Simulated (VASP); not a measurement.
# CdS (F-43m) in VASP: further runs

CdS is run at these levels: PBE; tasks: single point.

Everything below comes from runs of VASP 6.6.1. Logs are shortened: lines on timing, memory, paths and dates and some standing lists are left out, and cuts for length are marked.

## 1. The cell of the first run

The structure is cubic, space group F-43m (No. 216). The conventional cell has a = 5.702 Å, b = 5.702 Å, c = 5.702 Å, α = 90.00°, β = 90.00°, γ = 90.00°. Cd (site symmetry -43m) has 4 S at 2.47 Å within 3.3 Å. S (site symmetry -43m) has 4 Cd at 2.47 Å within 3.3 Å.

## 2. Single point, PBE (23.18 Å³/atom)

The input, INCAR:

```
SYSTEM = CdS
PREC = Accurate
ENCUT = 520
EDIFF = 1E-6
ISMEAR = -1
SIGMA = 0.03
LREAL = .FALSE.
LASPH = .TRUE.
NELM = 80
ALGO = Normal
ISIF = 2
LWAVE = .FALSE.
LCHARG = .FALSE.
GGA = PE
NBANDS = 16
```

The input, KPOINTS:

```
regular mesh
0
G
  9 9 9
  0 0 0
```

The input, POSCAR:

```
CdS
1.0
    0.0000000000      2.8511009115      2.8511009115
    2.8511009115      0.0000000000      2.8511009115
    2.8511009115      2.8511009115      0.0000000000
Cd S
1 1
Direct
    0.0000000000      0.0000000000      0.0000000000
    0.7500000000      0.7500000000      0.7500000000
```

Potentials or basis: VASP PAW PBE potentials, release 64 (Cd, S).

Run with:

```
> cat potpaw_PBE.64/Cd/POTCAR potpaw_PBE.64/S/POTCAR > POTCAR
> mpirun -np 1 vasp_std > vasp.out
```

OUTCAR:

```text
SYSTEM = CdS
   PREC = Accurate
   ENCUT = 520
   EDIFF = 1E-6
   ISMEAR = -1
   LREAL = .FALSE.
   LASPH = .TRUE.
   NELM = 80
   ISIF = 2
   GGA = PE

 ion  position               nearest neighbor table
   1  0.000  0.000  0.000-   2 2.47   2 2.47   2 2.47   2 2.47
   2  0.750  0.750  0.750-   1 2.47   1 2.47   1 2.47   1 2.47

  LATTYP: Found a face centered cubic cell.
 ALAT       =     5.7022018230

  Lattice vectors:

 A1 = (   0.0000000000,   2.8511009115,   2.8511009115)
 A2 = (   2.8511009115,   0.0000000000,   2.8511009115)
 A3 = (   2.8511009115,   2.8511009115,   0.0000000000)

Analysis of symmetry for initial positions (statically):
=====================================================================
 Subroutine PRICEL returns:
 Original cell was already a primitive cell.

 Routine SETGRP: Setting up the symmetry group for a
 face centered cubic supercell.

 Subroutine GETGRP returns: Found 24 space group operations
 (whereof 24 operations were pure point group operations)
 out of a pool of 48 trial point group operations.

The static configuration has the point symmetry T_d .

Analysis of symmetry for dynamics (positions and initial velocities):
=====================================================================
 Subroutine PRICEL returns:
 Original cell was already a primitive cell.

 Routine SETGRP: Setting up the symmetry group for a
 face centered cubic supercell.

 Subroutine GETGRP returns: Found 24 space group operations
 (whereof 24 operations were pure point group operations)
 out of a pool of 48 trial point group operations.

The dynamic configuration has the point symmetry T_d .

 Subroutine INISYM returns: Found 24 space group operations
 (whereof 24 operations are pure point group operations),
 and found     1 'primitive' translations

----------------------------------------------------------------------------------------

                                     Primitive cell

  volume of cell :      46.3519

  direct lattice vectors                    reciprocal lattice vectors
     0.000000000  2.851100912  2.851100912    -0.175370853  0.175370853  0.175370853
     2.851100912  0.000000000  2.851100912     0.175370853 -0.175370853  0.175370853
     2.851100912  2.851100912  0.000000000     0.175370853  0.175370853 -0.175370853

  length of vectors
     4.032065577  4.032065577  4.032065577     0.303751228  0.303751228  0.303751228

  position of ions in fractional coordinates (direct lattice)
     0.000000000  0.000000000  0.000000000
     0.750000000  0.750000000  0.750000000

  ion indices of the primitive-cell ions
   primitive index   ion index
                 1           1
                 2           2

----------------------------------------------------------------------------------------

 KPOINTS: regular mesh

Automatic generation of k-mesh.
 Grid dimensions read from file:
 generate k-points for:    9    9    9

 Generating k-lattice:

  Cartesian coordinates                     Fractional coordinates (reciprocal lattice)
    -0.019485650  0.019485650  0.019485650     0.111111111  0.000000000  0.000000000
     0.019485650 -0.019485650  0.019485650     0.000000000  0.111111111  0.000000000
     0.019485650  0.019485650 -0.019485650     0.000000000  0.000000000  0.111111111

  Length of vectors
     0.033750136  0.033750136  0.033750136

  Shift w.r.t. Gamma in fractional coordinates (k-lattice)
     0.000000000  0.000000000  0.000000000

 Subroutine IBZKPT returns following result:
 ===========================================

 Found     35 irreducible k-points:

 Following reciprocal coordinates:
            Coordinates               Weight
  0.000000  0.000000  0.000000      1.000000
  0.111111  0.000000  0.000000      8.000000
  0.222222  0.000000  0.000000      8.000000
  0.333333  0.000000  0.000000      8.000000
  0.444444  0.000000  0.000000      8.000000
  0.111111  0.111111  0.000000      6.000000
[... 16 lines left out ...]
 -0.333333  0.333333  0.000000     12.000000
  0.444444  0.444444  0.000000      6.000000
 [... further k-points ...]
   k-points           NKPTS =     35   k-points in BZ     NKDIM =     35   number of bands    NBANDS=     16
   number of dos      NEDOS =    301   number of ions     NIONS =      2
   total plane-waves  NPLWV =  27000
   dimension x,y,z NGX =    30 NGY =   30 NGZ =   30
   dimension x,y,z NGXF=    60 NGYF=   60 NGZF=   60
   ions per type =               1   1
   NGX,Y,Z   is equivalent  to a cutoff of  12.37, 12.37, 12.37 a.u.
   NGXF,Y,Z  is equivalent  to a cutoff of  24.74, 24.74, 24.74 a.u.
 SYSTEM =  CdS
   PREC   = accura    normal or accurate (medium, high low for compatibility)
   ISTART =      0    job   : 0-new  1-cont  2-samecut
   ICHARG =      2    charge: 1-file 2-atom 10-const
   ISPIN  =      1    spin polarized calculation?
   LNONCOLLINEAR =      F non collinear calculations
   LSORBIT =      F    spin-orbit coupling
   LASPH  =      T    aspherical Exc in radial PAW
   ENCUT  =  520.0 eV  38.22 Ry    6.18 a.u.   7.50  7.50  7.50*2*pi/ulx,y,z
   NELM   =     80;   NELMIN=  2; NELMDL= -5     # of ELM steps
   EDIFF  = 0.1E-05   stopping-criterion for ELM
   LREAL  =      F    real-space projection
   EDIFFG = 0.1E-04   stopping-criterion for IOM
   NSW    =      0    number of steps for IOM
   IBRION =     -1    ionic relax: 0-MD 1-quasi-New 2-CG
   NFREE  =      0    steps in history (QN), initial steepest desc. (CG)
   ISIF   =      2    stress and relaxation
   ISYM   =      2    0-nonsym 1-usesym 2-fastsym
   POTIM  = 0.5000    time-step for ionic-motion
   TEBEG  =    0.0;   TEEND  =   0.0 temperature during run
   PSTRESS=    0.0 pullay stress
   NELECT =      18.0000    total number of electrons
   NUPDOWN=      -1.0000    fix difference up-down
   EMIN   =  10.00;   EMAX   =-10.00  energy-range for DOS
   EFERMI =   0.00;   METHOD = LEGACY
   ISMEAR =    -1;   SIGMA  =   0.03  broadening in eV -4-tet -1-fermi 0-gaus
   EFERMI_NEDOS =   21; number of points for ismear=-14 and -15
   IALGO  =     38    algorithm
   IMIX   =      4    mixing-type and parameters
     AMIX     =   0.40;   BMIX     =  1.00
     AMIX_MAG =   1.60;   BMIX_MAG =  1.00
  volume/ion in A,a.u.               =      23.18       156.40
  Fermi-wavevector in a.u.,A,eV,Ry     =   1.194382  2.257054 19.409353  1.426547
  Thomas-Fermi vector in A             =   2.330373
   LORBIT       =      0    0 simple, 1 ext, 2 COOP (PROOUT), +10 PAW based schemes
   GGA     = PE    functional components
   LHFCALC =     F    Hartree Fock is set to
   AEXX    =    0.0000 exact exchange contribution
   IVDW    =     0    specifies the selected vdW correction
   LEPSILON=     F    determine dielectric tensor
   LRPA    =     F    only Hartree local field effects (RPA)
 non-spin polarized calculation
  energy-cutoff  :      520.00
  volume of cell :       46.35
 maximum number of plane-waves:      1272
 NGX is ok and might be reduce to    30
   NGX = 15   NGY = 15   NGZ = 15

 number of electron      18.0000002 magnetization

 Free energy of the ion-electron system (eV)
  ---------------------------------------------------
  ext. energy  EPLUGINS =         0.00000000
  ---------------------------------------------------
  free energy    TOTEN  =        -6.00441629 eV

  energy without entropy =       -6.00441629  energy(sigma->0) =       -6.00441629

 E-fermi :   2.5099     XC(G=0):  -9.4731

 val. band max:        1.9279919170   @ k =   0.0000   0.0000   0.0000
 cond. band min:       3.2232647797   @ k =   0.0000   0.0000   0.0000
 fundamental gap:      1.2952728627
 Fermi energy:         2.5099270326

 k-point     1 :       0.0000    0.0000    0.0000
  band No.  band energies     occupation
      1     -10.8877      2.00000
      2      -6.0801      2.00000
      3      -6.0801      2.00000
      4      -6.0801      2.00000
      5      -5.5004      2.00000
      6      -5.5004      2.00000
[... 8 lines left out ...]
     15      13.5043      0.00000
     16      13.7387      0.00000

 k-point     2 :       0.1111    0.0000    0.0000
  band No.  band energies     occupation
      1     -10.8304      2.00000
      2      -6.0586      2.00000
      3      -6.0586      2.00000
      4      -6.0368      2.00000
      5      -5.5018      2.00000
      6      -5.5018      2.00000
[... 8 lines left out ...]
     15      12.9599      0.00000
     16      14.2233      0.00000

 k-point     3 :       0.2222    0.0000    0.0000
  band No.  band energies     occupation
      1     -10.6844      2.00000
      2      -6.0085      2.00000
      3      -6.0085      2.00000
      4      -5.8784      2.00000
      5      -5.4987      2.00000
      6      -5.4987      2.00000
[... 8 lines left out ...]
     15      12.5916      0.00000
     16      13.5947      0.00000

 k-point     4 :       0.3333    0.0000    0.0000
  band No.  band energies     occupation
      1     -10.5178      2.00000
      2      -5.9621      2.00000
      3      -5.9621      2.00000
      4      -5.5548      2.00000
      5      -5.4805      2.00000
      6      -5.4805      2.00000
[... 8 lines left out ...]
     15      13.1386      0.00000
     16      13.1386      0.00000
[... 324 lines left out ...]
 k-point    22 :      -0.4444    0.3333    0.0000
  band No.  band energies     occupation
      1     -10.2670      2.00000
      2      -5.8531      2.00000
      3      -5.7299      2.00000
      4      -5.6330      2.00000
      5      -5.4348      2.00000
      6      -4.8836      2.00000
[... 8 lines left out ...]
     15      14.4632      0.00000
     16      16.0571      0.00000

 k-point    23 :      -0.3333    0.3333    0.0000
  band No.  band energies     occupation
      1     -10.2830      2.00000
      2      -5.8709      2.00000
      3      -5.7754      2.00000
      4      -5.5657      2.00000
      5      -5.4740      2.00000
      6      -4.8500      2.00000
[... 8 lines left out ...]
     15      13.4310      0.00000
     16      16.9162      0.00000

 k-point    24 :       0.4444    0.4444    0.0000
  band No.  band energies     occupation
      1     -10.2620      2.00000
      2      -5.8463      2.00000
      3      -5.6742      2.00000
      4      -5.6742      2.00000
      5      -5.3966      2.00000
      6      -5.0597      2.00000
[... 8 lines left out ...]
     15      14.2679      0.00000
     16      16.0248      0.00000

 [... further k-points ...]
[... 5 lines left out ...]
  --------------------------------------------------------------------------------------
  -------------------------------------------------------------------------------------
  Total        2.4719286      2.4719286      2.4719286      0.0000000      0.0000000      0.0000000
  in kB       85.4434428     85.4434428     85.4434428      0.0000000      0.0000000      0.0000000
  external PRESSURE =      85.4434428 kB  Pullay stress =       0.0000000 kB

 VOLUME and BASIS-vectors are now :
 -----------------------------------------------------------------------------
  energy-cutoff  :      520.00
  volume of cell :       46.35
      direct lattice vectors                 reciprocal lattice vectors
     0.000000000  2.851100912  2.851100912    -0.175370853  0.175370853  0.175370853
     2.851100912  0.000000000  2.851100912     0.175370853 -0.175370853  0.175370853
     2.851100912  2.851100912  0.000000000     0.175370853  0.175370853 -0.175370853

 POSITION                                       TOTAL-FORCE (eV/Angst)
 -----------------------------------------------------------------------------------
      0.00000      0.00000      0.00000        -0.000000     -0.000000     -0.000000
      4.27665      4.27665      4.27665         0.000000      0.000000      0.000000
 -----------------------------------------------------------------------------------
    total drift:                                0.000001      0.000001      0.000001

  FREE ENERGIE OF THE ION-ELECTRON SYSTEM (eV)
  ---------------------------------------------------
  free  energy   TOTEN  =        -6.0044162899 eV

  energy  without entropy=       -6.0044162899  energy(sigma->0) =       -6.00441629
```

Wall time 25 s (1 thread of Intel Xeon 8259CL, shared host); peak memory 0.18 GiB.

What came out:

```
Free energy            : -6.0044 eV
Pressure               : 8.5 GPa
Band gap on the k mesh : 1.30 eV
```

Levels at points of the mesh, in eV from the valence-band top:
```csv
k point,band 7,band 8,band 9,band 10,band 11,band 12
"(0.00, 0.00, 0.00)",0.00,0.00,0.00,1.30,6.52,6.52
```

Caveat: the cell stands under pressure.

## 3. Single point, PBE (24.15 Å³/atom)

This run uses another cell than the first one, of 24.15 Å³/atom.

The input, INCAR:

```
SYSTEM = CdS
PREC = Accurate ; ENCUT = 520
EDIFF = 1E-6 ; ISMEAR = -1
SIGMA = 0.03 ; LREAL = .FALSE.
LASPH = .TRUE. ; NELM = 80
ALGO = Normal ; ISIF = 2
LWAVE = .FALSE. ; LCHARG = .TRUE.
GGA = PE ; LELF = .TRUE.
LVHAR = .TRUE. ; NBANDS = 16
```

KPOINTS is that of step 2.

The input, POSCAR:

```
CdS
1.0
    0.0000000000      2.8904692102      2.8904692102
    2.8904692102      0.0000000000      2.8904692102
    2.8904692102      2.8904692102      0.0000000000
Cd S
1 1
Direct
    0.0000000000      0.0000000000      0.0000000000
    0.7500000000      0.7500000000      0.7500000000
```

Potentials or basis: VASP PAW PBE potentials, release 64 (Cd, S).

Run with:

```
> cat potpaw_PBE.64/Cd/POTCAR potpaw_PBE.64/S/POTCAR > POTCAR
> mpirun -np 1 vasp_std > vasp.out
```

Run time: 32 s. Hardware: 1 thread of Intel Xeon 8259CL, shared host; peak memory 0.18 GiB.

Results (log left out):

* Free energy: -6.0872 eV
* Pressure: 5.1 GPa
* Band gap on the k mesh: 1.21 eV

Levels at points of the mesh, in eV from the valence-band top:
```tsv
k point	band 7	band 8	band 9	band 10	band 11	band 12
(0.00, 0.00, 0.00)	0.00	0.00	0.00	1.21	6.54	6.54
```

Caveat: the cell stands under pressure.

(Continued in part 2 of 2.)
